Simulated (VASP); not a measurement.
# NbHg2Sb3 (P1) in VASP: relaxation of cell and atoms with PBEsol

Aim: the relaxation of cell and atoms of NbHg2Sb3 with PBEsol.

Program: VASP 6.6.1. These are calculated values, not measurements. Logs are shortened: lines on timing, memory, paths and dates and some standing lists are left out, and cuts for length are marked.

### 1 The cell of the first run

The typed cell holds 12 atoms: a = 3.487 Å, b = 6.970 Å, c = 14.185 Å, α = 88.02°, β = 90.22°, γ = 120.32°.

### 2 Relaxation of cell and atoms, PBEsol

File INCAR:

```
SYSTEM = NbHg2Sb3
ALGO = Normal
EDIFF = 1E-7
EDIFFG = -0.01
ENCUT = 500
GGA = PS
GGA_COMPAT = .False.
IBRION = 2
ISIF = 3
ISMEAR = -1
KPAR = 4
LASPH = .True.
LCHARG = .False.
LREAL = .False.
LWAVE = .False.
NELM = 120
NELMIN = 4
NSW = 100
PREC = Accurate
SIGMA = 0.05
```

File KPOINTS:

```
k-points
0
Gamma
  6 6 2
  0 0 0
```

File POSCAR:

```
NbHg2Sb3
1.0
    3.4866090380     -0.0092889436     -0.0066790877
   -3.5026979603      6.0247460206      0.1207407920
   -0.0269472716      0.2656910222     14.1826346926
Nb Hg Sb
2 4 6
Direct
   -0.0005835447     -0.0015659307     -0.0012006125
   -0.0090901755      0.5000567184      0.0004813099
    0.3376120804      0.3329385385      0.6769217508
    0.6507075331      0.1672677202      0.3218538266
    0.3252603164      0.8343450352      0.6815255898
    0.6632760190      0.6582237598      0.3259792683
    0.3469932854      0.3344665411      0.1417831051
    0.6569366883      0.1625913690      0.8544053604
   -0.0115897474     -0.0005198912      0.5003954133
    0.3431891991      0.8354311613      0.1413404926
    0.6561761699      0.6687260159      0.8551707828
   -0.0088567621      0.4957927849      0.5002739706
```

Potentials or basis: VASP PAW PBE potentials, release 64 (Nb_sv, Hg, Sb).

Launch:

```bash
$ cat potpaw_PBE.64/Nb_sv/POTCAR potpaw_PBE.64/Hg/POTCAR potpaw_PBE.64/Sb/POTCAR > POTCAR
$ mpirun -np 4 vasp_std > vasp.out
```

OUTCAR:

```text
SYSTEM = NbHg2Sb3
   EDIFF = 1E-7
   EDIFFG = -0.01
   ENCUT = 500
   GGA = PS
   IBRION = 2
   ISIF = 3
   ISMEAR = -1
   LASPH = .True.
   LREAL = .False.
   NELM = 120
   NELMIN = 4
   NSW = 100
   PREC = Accurate

 ion  position               nearest neighbor table
   1  0.999  0.998  0.999-  10 2.80   8 2.83  10 2.83   8 2.85  11 2.90   7 2.92
   2  0.991  0.500  0.000-   7 2.77  11 2.85   7 2.86  11 2.86  10 2.89   8 2.96
   3  0.338  0.333  0.677-  12 3.16   8 3.18  12 3.19   8 3.22   9 3.27  11 3.30   5 3.45   5 3.46
                             5 3.48   5 3.52
   4  0.651  0.167  0.322-   7 3.17   9 3.20   9 3.21  12 3.27   7 3.28  10 3.31   6 3.40   6 3.46
                             6 3.48   6 3.57
   5  0.325  0.834  0.682-  11 3.14  11 3.16   8 3.21   9 3.23   9 3.23  12 3.34   3 3.45   3 3.46
                             3 3.48   3 3.52
   6  0.663  0.658  0.326-  12 3.13  12 3.17   9 3.27  10 3.28  10 3.30   7 3.32   4 3.40   4 3.46
                             4 3.48   4 3.57
   7  0.347  0.334  0.142-   2 2.77   2 2.86   1 2.92   4 3.17   4 3.28   6 3.32  10 3.47  10 3.47
                            10 3.47  10 3.50
   8  0.657  0.163  0.854-   1 2.83   1 2.85   2 2.96   3 3.18   5 3.21   3 3.22  11 3.44  11 3.45
                            11 3.49  11 3.53
   9  0.988  0.999  0.500-   4 3.20   4 3.21   5 3.23   5 3.23   3 3.27   6 3.27  12 3.45  12 3.46
                            12 3.48  12 3.52
  10  0.343  0.835  0.141-   1 2.80   1 2.83   2 2.89   6 3.28   6 3.30   4 3.31   7 3.47   7 3.47
                             7 3.47   7 3.50
  11  0.656  0.669  0.855-   2 2.85   2 2.86   1 2.90   5 3.14   5 3.16   3 3.30   8 3.44   8 3.45
                             8 3.49   8 3.53
  12  0.991  0.496  0.500-   6 3.13   3 3.16   6 3.17   3 3.19   4 3.27   5 3.34   9 3.45   9 3.46
                             9 3.48   9 3.52

  LATTYP: Found a triclinic cell.
 ALAT       =     6.9375857866
 B/A-ratio  =     0.5025707669
 C/A-ratio  =     2.1907015507
 COS(alpha) =     0.0014797926
 COS(beta)  =     0.3135569081
 COS(gamma) =     0.4979101410

  Lattice vectors:

 A1 = (   3.4705201157,   6.0061681334,   0.1073826166)
 A2 = (   3.4866090380,  -0.0092889436,  -0.0066790877)
 A3 = (   0.0108583493,   5.7497660548, -14.0685729883)

Analysis of symmetry for initial positions (statically):
=====================================================================
 Subroutine PRICEL returns:
 Original cell was already a primitive cell.

 Routine SETGRP: Setting up the symmetry group for a
 triclinic supercell.

 Subroutine GETGRP returns: Found  1 space group operations
 (whereof  1 operations were pure point group operations)
 out of a pool of  2 trial point group operations.

The static configuration has the point symmetry C_1 .

Analysis of symmetry for dynamics (positions and initial velocities):
=====================================================================
 Subroutine PRICEL returns:
 Original cell was already a primitive cell.

 Routine SETGRP: Setting up the symmetry group for a
 triclinic supercell.

 Subroutine GETGRP returns: Found  1 space group operations
 (whereof  1 operations were pure point group operations)
 out of a pool of  2 trial point group operations.

The dynamic configuration has the point symmetry C_1 .

 Subroutine INISYM returns: Found  1 space group operations
 (whereof  1 operations are pure point group operations),
 and found     1 'primitive' translations

----------------------------------------------------------------------------------------

                                     Primitive cell

  volume of cell :     297.3513

  direct lattice vectors                    reciprocal lattice vectors
     3.486609038 -0.009288944 -0.006679088     0.287251740  0.167055681 -0.002583761
    -3.502697960  6.024746021  0.120740792     0.000437083  0.166298632 -0.003114532
    -0.026947272  0.265691022 14.182634693     0.000131556 -0.001337075  0.070534059

  length of vectors
     3.486627809  6.970009753 14.185148737     0.332306844  0.166328369  0.070546854

  position of ions in fractional coordinates (direct lattice)
     0.999416455  0.998434069  0.998799387
     0.990909825  0.500056718  0.000481310
     0.337612080  0.332938539  0.676921751
[... 38 lines left out ...]
     0.000065778 -0.000668538  0.035267030     0.000000000  0.000000000  0.500000000

  Length of vectors
     0.055384474  0.027721395  0.035273427

  Shift w.r.t. Gamma in fractional coordinates (k-lattice)
     0.000000000  0.000000000  0.000000000

 Subroutine IBZKPT returns following result:
 ===========================================

 Found     40 irreducible k-points:

 Following reciprocal coordinates:
            Coordinates               Weight
  0.000000  0.000000  0.000000      1.000000
  0.166667 -0.000000  0.000000      2.000000
  0.333333  0.000000  0.000000      2.000000
  0.500000 -0.000000 -0.000000      1.000000
 -0.000000  0.166667  0.000000      2.000000
  0.166667  0.166667  0.000000      2.000000
[... 16 lines left out ...]
  0.333333 -0.000000  0.500000      2.000000
  0.500000  0.000000  0.500000      1.000000
 [... further k-points ...]
   k-points           NKPTS =     40   k-points in BZ     NKDIM =     40   number of bands    NBANDS=     62
   number of dos      NEDOS =    301   number of ions     NIONS =     12
   total plane-waves  NPLWV = 163296
   dimension x,y,z NGX =    28 NGY =   54 NGZ =  108
   dimension x,y,z NGXF=    56 NGYF=  108 NGZF=  216
   ions per type =               2   4   6
   NGX,Y,Z   is equivalent  to a cutoff of  13.35, 12.88, 12.66 a.u.
   NGXF,Y,Z  is equivalent  to a cutoff of  26.70, 25.76, 25.31 a.u.
 SYSTEM =  NbHg2Sb3
   PREC   = accura    normal or accurate (medium, high low for compatibility)
   ISTART =      0    job   : 0-new  1-cont  2-samecut
   ICHARG =      2    charge: 1-file 2-atom 10-const
   ISPIN  =      1    spin polarized calculation?
   LNONCOLLINEAR =      F non collinear calculations
   LSORBIT =      F    spin-orbit coupling
   LASPH  =      T    aspherical Exc in radial PAW
   ENCUT  =  500.0 eV  36.75 Ry    6.06 a.u.   6.36 12.71 25.86*2*pi/ulx,y,z
   NELM   =    120;   NELMIN=  4; NELMDL= -5     # of ELM steps
   EDIFF  = 0.1E-06   stopping-criterion for ELM
   LREAL  =      F    real-space projection
   EDIFFG = -.1E-01   stopping-criterion for IOM
   NSW    =    100    number of steps for IOM
   IBRION =      2    ionic relax: 0-MD 1-quasi-New 2-CG
   NFREE  =      1    steps in history (QN), initial steepest desc. (CG)
   ISIF   =      3    stress and relaxation
   ISYM   =      2    0-nonsym 1-usesym 2-fastsym
   POTIM  = 0.5000    time-step for ionic-motion
   TEBEG  =    0.0;   TEEND  =   0.0 temperature during run
   PSTRESS=    0.0 pullay stress
   NELECT =     104.0000    total number of electrons
   NUPDOWN=      -1.0000    fix difference up-down
   EMIN   =  10.00;   EMAX   =-10.00  energy-range for DOS
   EFERMI =   0.00;   METHOD = LEGACY
   ISMEAR =    -1;   SIGMA  =   0.05  broadening in eV -4-tet -1-fermi 0-gaus
   EFERMI_NEDOS =   21; number of points for ismear=-14 and -15
   IALGO  =     38    algorithm
   IMIX   =      4    mixing-type and parameters
     AMIX     =   0.40;   BMIX     =  1.00
     AMIX_MAG =   1.60;   BMIX_MAG =  1.00
  volume/ion in A,a.u.               =      24.78       167.22
  Fermi-wavevector in a.u.,A,eV,Ry     =   1.153443  2.179690 18.101596  1.330430
  Thomas-Fermi vector in A             =   2.290086
   LORBIT       =      0    0 simple, 1 ext, 2 COOP (PROOUT), +10 PAW based schemes
   GGA     = PS    functional components
   LHFCALC =     F    Hartree Fock is set to
   AEXX    =    0.0000 exact exchange contribution
   IVDW    =     0    specifies the selected vdW correction
   LEPSILON=     F    determine dielectric tensor
   LRPA    =     F    only Hartree local field effects (RPA)
 conjugate gradient relaxation of ions
 non-spin polarized calculation
  energy-cutoff  :      500.00
  volume of cell :      297.35
 maximum number of plane-waves:      7581
 NGX is ok and might be reduce to    28
   NGX = 13   NGY = 25   NGZ = 51

--------------------------------------- Ionic step        1  -------------------------------------------

 number of electron     104.0000000 magnetization

 Free energy of the ion-electron system (eV)
  ---------------------------------------------------
  ext. energy  EPLUGINS =         0.00000000
  ---------------------------------------------------
  free energy    TOTEN  =       -50.96074293 eV

  energy without entropy =      -50.92065364  energy(sigma->0) =      -50.94069829

------------------------ aborting loop because EDIFF is reached ----------------------------------------

  FORCE on cell =-STRESS in cart. coord.  units (eV):
  Direction    XX          YY          ZZ          XY          YZ          ZX
  --------------------------------------------------------------------------------------
  -------------------------------------------------------------------------------------
  Total       -3.5348359     -6.6131705     -5.4650526      0.3145161     -2.5389586     -0.7031412
  in kB      -19.0462697    -35.6328359    -29.4465907      1.6946640    -13.6803212     -3.7886389
  external PRESSURE =     -28.0418987 kB  Pullay stress =       0.0000000 kB
[... 119 lines left out ...]
  FREE ENERGIE OF THE ION-ELECTRON SYSTEM (eV)
  ---------------------------------------------------
  free  energy   TOTEN  =       -51.1302277320 eV

  energy  without entropy=      -51.0957367752  energy(sigma->0) =      -51.11298225

[... ionic steps 4 to 40 ...]

--------------------------------------- Ionic step       41  -------------------------------------------

 number of electron     103.9999998 magnetization

------------------------ aborting loop because EDIFF is reached ----------------------------------------
[... 87 lines left out ...]
--------------------------------------- Ionic step       43  -------------------------------------------

 number of electron     103.9999997 magnetization

 Free energy of the ion-electron system (eV)
  ---------------------------------------------------
  ext. energy  EPLUGINS =         0.00000000
  ---------------------------------------------------
  free energy    TOTEN  =       -51.22512423 eV

  energy without entropy =      -51.18487103  energy(sigma->0) =      -51.20499763

 E-fermi :   6.8196     XC(G=0): -10.8587

 val. band max:        6.8024904845   @ k =   0.3333   0.0000   0.0000
 cond. band min:       6.8241931845   @ k =   0.0000   0.0000   0.0000
 fundamental gap:      0.0217026999
 Fermi energy:         6.8195885468

 k-point     1 :       0.0000    0.0000    0.0000
  band No.  band energies     occupation
      1     -47.8371      2.00000
      2     -47.8125      2.00000
      3     -24.0980      2.00000
      4     -23.9942      2.00000
      5     -23.9356      2.00000
      6     -23.9199      2.00000
[... 1549 lines left out ...]
     61       8.8497      0.00000
     62       8.8509      0.00000

 [... further k-points ...]
[... 5 lines left out ...]
  --------------------------------------------------------------------------------------
  -------------------------------------------------------------------------------------
  Total        0.0062047     -0.0169680     -0.0019454      0.0058669      0.0126910     -0.0194847
  in kB        0.0344271     -0.0941472     -0.0107944      0.0325523      0.0704160     -0.1081108
  external PRESSURE =      -0.0235048 kB  Pullay stress =       0.0000000 kB
[... 27 lines left out ...]
  FREE ENERGIE OF THE ION-ELECTRON SYSTEM (eV)
  ---------------------------------------------------
  free  energy   TOTEN  =       -51.2251242337 eV

  energy  without entropy=      -51.1848710258  energy(sigma->0) =      -51.20499763

 reached required accuracy - stopping structural energy minimisation
```

It took 75 min on 4 MPI ranks of Intel Xeon 6975P-C (Granite Rapids), shared host; peak memory 0.84 GiB.

What came out:

* Free energy: -51.2251 eV
* Relaxed volume: 24.06 Å³/atom
* Relaxed cell: a = 3.457 Å, b = 6.849 Å, c = 14.129 Å, α = 89.84°, β = 90.00°, γ = 120.31°
* Space group after relaxing (to 0.1 Å): P2_1/m (No. 11)
* Energy gained by relaxing: 22.0 meV/atom
* Ionic steps: 43
* Pressure after relaxing: 0.0 GPa
* Largest force after relaxing: 0.009 eV/Å
* Band gap on the k mesh: zero (bands 52 and 53 overlap by 1.49 eV)

Forces on the atoms (eV/Å):
```
Nb  -0.002  0.002  0.001
Nb   0.002 -0.002  0.004
Hg  -0.003  0.000 -0.005
Hg   0.004  0.002 -0.002
Hg   0.003  0.009  0.001
Hg  -0.001 -0.008 -0.001
Sb  -0.004 -0.001  0.000
Sb   0.002  0.006  0.000
Sb  -0.004  0.000 -0.003
Sb  -0.003  0.001  0.000
Sb   0.001 -0.008  0.001
Sb   0.004  0.001  0.004
```

The path:
| step | energy change (eV) | largest force (eV/Å) | pressure (GPa) | volume (Å³) |
| --- | --- | --- | --- | --- |
| 1 | 0.0000 | 0.6631 | -2.80 | 297.35 |
| 3 | -0.1695 | 0.2925 | 0.54 | 284.50 |
| 5 | -0.1987 | 0.1422 | 0.09 | 285.86 |
| 7 | -0.2052 | 0.1088 | -0.33 | 287.37 |
| 9 | -0.2084 | 0.0914 | 0.09 | 286.03 |
| 11 | -0.2122 | 0.0945 | 0.03 | 286.14 |
| 13 | -0.2189 | 0.1464 | -0.24 | 287.03 |
| 15 | -0.2209 | 0.1777 | -0.43 | 287.73 |
| 17 | -0.2232 | 0.1876 | -0.38 | 287.60 |
| 19 | -0.2285 | 0.2332 | -0.10 | 287.01 |
| 21 | -0.2368 | 0.1483 | 0.16 | 286.43 |
| 23 | -0.2428 | 0.1403 | 0.45 | 286.13 |
| 25 | -0.2496 | 0.1232 | 0.02 | 288.14 |
| 27 | -0.2542 | 0.0934 | -0.04 | 288.40 |
| 29 | -0.2567 | 0.0701 | 0.17 | 287.76 |
| 31 | -0.2598 | 0.1199 | -0.09 | 288.82 |
| 33 | -0.2617 | 0.0630 | -0.02 | 288.53 |
| 35 | -0.2634 | 0.0321 | 0.02 | 288.56 |
| 37 | -0.2638 | 0.0255 | -0.06 | 288.96 |
| 39 | -0.2640 | 0.0228 | -0.05 | 288.93 |
| 41 | -0.2642 | 0.0161 | 0.00 | 288.79 |
| 43 | -0.2644 | 0.0092 | 0.00 | 288.76 |

Final structure:
```
Nb Hg Sb
1.0
     3.45666    0.00021   -0.00014
    -3.45699    5.91222    0.01133
     0.00046    0.01953   14.12904
Nb Hg Sb
2 4 6
Direct
  0.99757 0.99919 0.99987
  0.99770 0.49957 0.99986
  0.33248 0.33462 0.68413
  0.65719 0.16257 0.31586
  0.32384 0.82972 0.67195
  0.66379 0.66753 0.32784
  0.33222 0.33381 0.14088
  0.66315 0.16487 0.85890
  0.02820 0.03320 0.49895
  0.33132 0.83262 0.14139
  0.66435 0.66631 0.85834
  0.95822 0.46375 0.50095
```

Caveat: the PAW data sets were made with another functional, which shifts forces and pressure a little; spin-orbit coupling is left out, which moves the levels of the heavy elements.

The gap in the log of VASP goes by the Fermi energy; the results here count the filled bands.